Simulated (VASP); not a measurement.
# GaN in VASP: further runs

GaN is run at these levels: PBEsol; tasks: single point, relaxation of cell and atoms.

Program: VASP 6.6.1. These are calculated values, not measurements. Logs are shortened: lines on timing, memory, paths and dates and some standing lists are left out, and cuts for length are marked.

### Step 1. The cell of the first run

It takes space group F-43m (No. 216, cubic). The conventional cell has a = 4.498 Å, b = 4.498 Å, c = 4.498 Å, α = 90.00°, β = 90.00°, γ = 90.00°. Within 2.6 Å of Ga (site symmetry -43m) lie 4 N at 1.95 Å. N (site symmetry -43m) has 4 Ga at 1.95 Å within 2.6 Å.

### Step 2. Single point, PBEsol

INCAR

```
SYSTEM = GaN
ALGO = Normal
EDIFF = 1E-6
ENCUT = 520
GGA = PS
ISIF = 2
ISMEAR = 0
LASPH = .TRUE.
LCHARG = .FALSE.
LREAL = .FALSE.
LWAVE = .FALSE.
NBANDS = 16
NELM = 60
PREC = Accurate
SIGMA = 0.01
```

KPOINTS

```
k-points
0
G
  10 10 10
  0 0 0
```

POSCAR

```
GaN
1.0
    0.0000000000      2.2490690278      2.2490690278
    2.2490690278      0.0000000000      2.2490690278
    2.2490690278      2.2490690278      0.0000000000
Ga N
1 1
Direct
    0.0000000000      0.0000000000      0.0000000000
    0.7500000000      0.7500000000      0.7500000000
```

Potentials or basis: VASP PAW PBE potentials, release 64 (Ga_d, N).

On the command line:

```console
$ cat potpaw_PBE.64/Ga_d/POTCAR potpaw_PBE.64/N/POTCAR > POTCAR
$ mpirun -np 1 vasp_std > vasp.out
```

OUTCAR:

```text
SYSTEM = GaN
   EDIFF = 1E-6
   ENCUT = 520
   GGA = PS
   ISIF = 2
   ISMEAR = 0
   LASPH = .TRUE.
   LREAL = .FALSE.
   NELM = 60
   PREC = Accurate

 ion  position               nearest neighbor table
   1  0.000  0.000  0.000-   2 1.95   2 1.95   2 1.95   2 1.95
   2  0.750  0.750  0.750-   1 1.95   1 1.95   1 1.95   1 1.95

  LATTYP: Found a face centered cubic cell.
 ALAT       =     4.4981380556

  Lattice vectors:

 A1 = (   0.0000000000,   2.2490690278,   2.2490690278)
 A2 = (   2.2490690278,   0.0000000000,   2.2490690278)
 A3 = (   2.2490690278,   2.2490690278,   0.0000000000)

Analysis of symmetry for initial positions (statically):
=====================================================================
 Subroutine PRICEL returns:
 Original cell was already a primitive cell.

 Routine SETGRP: Setting up the symmetry group for a
 face centered cubic supercell.

 Subroutine GETGRP returns: Found 24 space group operations
 (whereof 24 operations were pure point group operations)
 out of a pool of 48 trial point group operations.

The static configuration has the point symmetry T_d .

Analysis of symmetry for dynamics (positions and initial velocities):
=====================================================================
 Subroutine PRICEL returns:
 Original cell was already a primitive cell.

 Routine SETGRP: Setting up the symmetry group for a
 face centered cubic supercell.

 Subroutine GETGRP returns: Found 24 space group operations
 (whereof 24 operations were pure point group operations)
 out of a pool of 48 trial point group operations.

The dynamic configuration has the point symmetry T_d .

 Subroutine INISYM returns: Found 24 space group operations
 (whereof 24 operations are pure point group operations),
 and found     1 'primitive' translations

----------------------------------------------------------------------------------------

                                     Primitive cell

  volume of cell :      22.7530

  direct lattice vectors                    reciprocal lattice vectors
     0.000000000  2.249069028  2.249069028    -0.222314208  0.222314208  0.222314208
     2.249069028  0.000000000  2.249069028     0.222314208 -0.222314208  0.222314208
     2.249069028  2.249069028  0.000000000     0.222314208  0.222314208 -0.222314208

  length of vectors
     3.180663922  3.180663922  3.180663922     0.385059504  0.385059504  0.385059504

  position of ions in fractional coordinates (direct lattice)
     0.000000000  0.000000000  0.000000000
     0.750000000  0.750000000  0.750000000

[... 77 lines left out ...]
   LREAL  =      F    real-space projection
   EDIFFG = 0.1E-04   stopping-criterion for IOM
   NSW    =      0    number of steps for IOM
   IBRION =     -1    ionic relax: 0-MD 1-quasi-New 2-CG
   NFREE  =      0    steps in history (QN), initial steepest desc. (CG)
   ISIF   =      2    stress and relaxation
   ISYM   =      2    0-nonsym 1-usesym 2-fastsym
   POTIM  = 0.5000    time-step for ionic-motion
   TEBEG  =    0.0;   TEEND  =   0.0 temperature during run
   PSTRESS=    0.0 pullay stress
   NELECT =      18.0000    total number of electrons
   NUPDOWN=      -1.0000    fix difference up-down
   EMIN   =  10.00;   EMAX   =-10.00  energy-range for DOS
   EFERMI =   0.00;   METHOD = LEGACY
   ISMEAR =     0;   SIGMA  =   0.01  broadening in eV -4-tet -1-fermi 0-gaus
   EFERMI_NEDOS =   21; number of points for ismear=-14 and -15
   IALGO  =     38    algorithm
   IMIX   =      4    mixing-type and parameters
     AMIX     =   0.40;   BMIX     =  1.00
     AMIX_MAG =   1.60;   BMIX_MAG =  1.00
  volume/ion in A,a.u.               =      11.38        76.77
  Fermi-wavevector in a.u.,A,eV,Ry     =   1.514094  2.861223 31.191099  2.292481
  Thomas-Fermi vector in A             =   2.623798
   LORBIT       =      0    0 simple, 1 ext, 2 COOP (PROOUT), +10 PAW based schemes
   GGA     = PS    functional components
   LHFCALC =     F    Hartree Fock is set to
   AEXX    =    0.0000 exact exchange contribution
   IVDW    =     0    specifies the selected vdW correction
   LEPSILON=     F    determine dielectric tensor
   LRPA    =     F    only Hartree local field effects (RPA)
 non-spin polarized calculation
 Gauss-broadening in eV      SIGMA  =   0.01
  energy-cutoff  :      520.00
  volume of cell :       22.75
 maximum number of plane-waves:       622
   NGX = 11   NGY = 11   NGZ = 11

 number of electron      18.0000008 magnetization

 Free energy of the ion-electron system (eV)
  ---------------------------------------------------
  ext. energy  EPLUGINS =         0.00000000
  ---------------------------------------------------
  free energy    TOTEN  =       -13.12250124 eV

  energy without entropy =      -13.12250124  energy(sigma->0) =      -13.12250124

 E-fermi :   5.3760     XC(G=0): -11.9337

 val. band max:        5.2138488769   @ k =   0.0000   0.0000   0.0000
 cond. band min:       6.9346138140   @ k =   0.0000   0.0000   0.0000
 fundamental gap:      1.7207649371
 Fermi energy:         5.3760301887

 k-point     1 :       0.0000    0.0000    0.0000
  band No.  band energies     occupation
      1     -10.7691      2.00000
      2      -8.1944      2.00000
      3      -8.1944      2.00000
      4      -8.1944      2.00000
      5      -7.8633      2.00000
      6      -7.8633      2.00000
[... 433 lines left out ...]
      3      -7.9635      2.00000
      4      -7.9626      2.00000
      5      -7.8010      2.00000
      6      -6.9555      2.00000
[... 8 lines left out ...]
     15      27.5030      0.00000
     16      27.6111      0.00000

 [... further k-points ...]

------------------------ aborting loop because EDIFF is reached ----------------------------------------

  FORCE on cell =-STRESS in cart. coord.  units (eV):
  Direction    XX          YY          ZZ          XY          YZ          ZX
  --------------------------------------------------------------------------------------
  -------------------------------------------------------------------------------------
  Total       -0.0306597     -0.0306597     -0.0306597     -0.0000000      0.0000000     -0.0000000
  in kB       -2.1589407     -2.1589407     -2.1589407     -0.0000000      0.0000000     -0.0000000
  external PRESSURE =      -2.1589407 kB  Pullay stress =       0.0000000 kB

 VOLUME and BASIS-vectors are now :
 -----------------------------------------------------------------------------
  energy-cutoff  :      520.00
  volume of cell :       22.75
      direct lattice vectors                 reciprocal lattice vectors
     0.000000000  2.249069028  2.249069028    -0.222314208  0.222314208  0.222314208
     2.249069028  0.000000000  2.249069028     0.222314208 -0.222314208  0.222314208
     2.249069028  2.249069028  0.000000000     0.222314208  0.222314208 -0.222314208

 POSITION                                       TOTAL-FORCE (eV/Angst)
 -----------------------------------------------------------------------------------
      0.00000      0.00000      0.00000         0.000000      0.000000      0.000000
      3.37360      3.37360      3.37360        -0.000000     -0.000000     -0.000000
 -----------------------------------------------------------------------------------
    total drift:                               -0.000001     -0.000001     -0.000001

  FREE ENERGIE OF THE ION-ELECTRON SYSTEM (eV)
  ---------------------------------------------------
  free  energy   TOTEN  =       -13.1225012360 eV

  energy  without entropy=      -13.1225012360  energy(sigma->0) =      -13.12250124
```

It took 8.3 s on 1 thread of Intel Xeon Platinum 8488C (Sapphire Rapids), shared host; peak memory 0.14 GiB.

Results:

```
Free energy            : -13.1225 eV
Pressure               : -0.2 GPa
Band gap on the k mesh : 1.72 eV, direct
```

Levels at points of the mesh, in eV from the valence-band top:
| k point | band 6 | band 7 | band 8 | band 9 | band 10 | band 11 | band 12 | band 13 |
| --- | --- | --- | --- | --- | --- | --- | --- | --- |
| (0.00, 0.00, 0.00) | -13.08 | 0.00 | 0.00 | 0.00 | 1.72 | 10.24 | 10.24 | 10.24 |
| (0.50, 0.00, 0.00) | -11.83 | -7.15 | -0.99 | -0.99 | 4.60 | 8.66 | 10.29 | 10.29 |
| (0.50, 0.50, 0.00) | -11.40 | -6.20 | -2.75 | -2.75 | 3.23 | 6.60 | 11.62 | 13.94 |

Caveat: the PAW data sets were made with another functional, which shifts forces and pressure a little.

### Step 3. Relaxation of cell and atoms, PBEsol

INCAR

```
PREC = Accurate ; ENCUT = 600
EDIFF = 1E-6 ; ISMEAR = 0
SIGMA = 0.01 ; LREAL = F
LASPH = T ; NELM = 100
ALGO = Normal ; ISIF = 3
LWAVE = F ; LCHARG = F
GGA = PS ; IBRION = 2
NSW = 80 ; EDIFFG = -0.001
```

KPOINTS

```
Automatic mesh
0
Gamma
  10 10 10
```

POSCAR

```
GaN
1.0
    0.0000000000      2.2491150721      2.2491150721
    2.2491150721      0.0000000000      2.2491150721
    2.2491150721      2.2491150721      0.0000000000
Ga N
1 1
Direct
    0.0000000000      0.0000000000      0.0000000000
    0.7500000000      0.7500000000      0.7500000000
```

Potentials or basis: VASP PAW PBE potentials, release 64 (Ga_d, N).

On the command line:

```console
$ cat potpaw_PBE.64/Ga_d/POTCAR potpaw_PBE.64/N/POTCAR > POTCAR
$ mpirun -np 1 vasp_std > vasp.out
```

OUTCAR:

```text
PREC = Accurate
   ENCUT = 600
   EDIFF = 1E-6
   ISMEAR = 0
   LREAL = F
   LASPH = T
   NELM = 100
   ISIF = 3
   GGA = PS
   IBRION = 2
   NSW = 80
   EDIFFG = -0.001

 ion  position               nearest neighbor table
   1  0.000  0.000  0.000-   2 1.95   2 1.95   2 1.95   2 1.95
   2  0.750  0.750  0.750-   1 1.95   1 1.95   1 1.95   1 1.95

  LATTYP: Found a face centered cubic cell.
 ALAT       =     4.4982301442

  Lattice vectors:

 A1 = (   0.0000000000,   2.2491150721,   2.2491150721)
 A2 = (   2.2491150721,   0.0000000000,   2.2491150721)
 A3 = (   2.2491150721,   2.2491150721,   0.0000000000)

Analysis of symmetry for initial positions (statically):
=====================================================================
 Subroutine PRICEL returns:
 Original cell was already a primitive cell.

 Routine SETGRP: Setting up the symmetry group for a
 face centered cubic supercell.

 Subroutine GETGRP returns: Found 24 space group operations
 (whereof 24 operations were pure point group operations)
 out of a pool of 48 trial point group operations.

The static configuration has the point symmetry T_d .

Analysis of symmetry for dynamics (positions and initial velocities):
=====================================================================
 Subroutine PRICEL returns:
 Original cell was already a primitive cell.
[... 375 lines left out ...]

 Free energy of the ion-electron system (eV)
  ---------------------------------------------------
  ext. energy  EPLUGINS =         0.00000000
  ---------------------------------------------------
  free energy    TOTEN  =       -13.12431614 eV

  energy without entropy =      -13.12431614  energy(sigma->0) =      -13.12431614

 E-fermi :   5.3281     XC(G=0): -11.9444

 val. band max:        5.2355235242   @ k =   0.0000   0.0000   0.0000
 cond. band min:       6.9690291741   @ k =   0.0000   0.0000   0.0000
 fundamental gap:      1.7335056499
 Fermi energy:         5.3281363206

 k-point     1 :       0.0000    0.0000    0.0000
  band No.  band energies     occupation
      1     -10.7652      2.00000
      2      -8.1752      2.00000
      3      -8.1752      2.00000
      4      -8.1752      2.00000
      5      -7.8419      2.00000
      6      -7.8419      2.00000
      7       5.2355      2.00000
      8       5.2355      2.00000
      9       5.2355      2.00000
     10       6.9690      0.00000
     11      15.4876      0.00000
     12      15.4876      0.00000
     13      15.4876      0.00000
[... 354 lines left out ...]
  band No.  band energies     occupation
      1      -9.7289      2.00000
      2      -8.0448      2.00000
      3      -7.9428      2.00000
      4      -7.9419      2.00000
      5      -7.7793      2.00000
      6      -6.9367      2.00000
      7       0.1642      2.00000
      8       2.7056      2.00000
      9       3.0375      2.00000
     10       9.5941      0.00000
     11      12.3687      0.00000
     12      15.9441      0.00000
     13      18.0785      0.00000

 [... further k-points ...]

------------------------ aborting loop because EDIFF is reached ----------------------------------------

  FORCE on cell =-STRESS in cart. coord.  units (eV):
  Direction    XX          YY          ZZ          XY          YZ          ZX
  --------------------------------------------------------------------------------------
  -------------------------------------------------------------------------------------
  Total        0.0008667      0.0008667      0.0008667     -0.0000000      0.0000000     -0.0000000
  in kB        0.0611535      0.0611535      0.0611535     -0.0000000      0.0000000     -0.0000000
  external PRESSURE =       0.0611535 kB  Pullay stress =       0.0000000 kB
[... 17 lines left out ...]
  FREE ENERGIE OF THE ION-ELECTRON SYSTEM (eV)
  ---------------------------------------------------
  free  energy   TOTEN  =       -13.1243161405 eV

  energy  without entropy=      -13.1243161405  energy(sigma->0) =      -13.12431614

 reached required accuracy - stopping structural energy minimisation
```

OSZICAR:

```text
N       E                     dE             d eps       ncg     rms          rms(c)
DAV:   1     0.888105050722E+02    0.88811E+02   -0.10517E+04  1299   0.264E+03
DAV:   2    -0.732766486896E+01   -0.96138E+02   -0.90064E+02  1350   0.367E+02
DAV:   3    -0.148066720695E+02   -0.74790E+01   -0.74306E+01  1372   0.942E+01
[... 41 lines left out ...]
       N       E                     dE             d eps       ncg     rms          rms(c)
DAV:   1    -0.131243352053E+02   -0.21556E-04   -0.25774E-04  1437   0.461E-01    0.266E-02
DAV:   2    -0.131243201559E+02    0.15049E-04   -0.25143E-05  1482   0.173E-01    0.119E-02
DAV:   3    -0.131243165560E+02    0.35999E-05   -0.42503E-06  1312   0.817E-02    0.293E-03
DAV:   4    -0.131243161405E+02    0.41542E-06   -0.48591E-07   631   0.117E-02
   7 F= -.13124316E+02 E0= -.13124316E+02  d E =-.196158E-06
```

Wall time 38 s (1 thread of Intel Xeon Platinum 8488C (Sapphire Rapids), shared host); peak memory 0.17 GiB.

What came out:

```yaml
Free_energy: -13.1243 eV
Relaxed_volume: 11.35 Å³/atom
Relaxed_cell: a = 3.179 Å, b = 3.179 Å, c = 3.179 Å, α = 60.00°, β = 60.00°, γ = 60.00°
Space_group_after_relaxing_to_0.05_Å: F-43m (No. 216)
Energy_gained_by_relaxing: 0.0 meV/atom
Ionic_steps: 7
Pressure_after_relaxing: 0.0 GPa
Band_gap_on_the_k_mesh: 1.73 eV, direct
```

Final structure:
```
Ga N
1.0
     0.00000    2.24759    2.24759
     2.24759    0.00000    2.24759
     2.24759    2.24759    0.00000
Ga N
1 1
Direct
  0.00000 0.00000 0.00000
  0.75000 0.75000 0.75000
```

Caveat: the PAW data sets were made with another functional, which shifts forces and pressure a little.

[end of part 1 of 2]
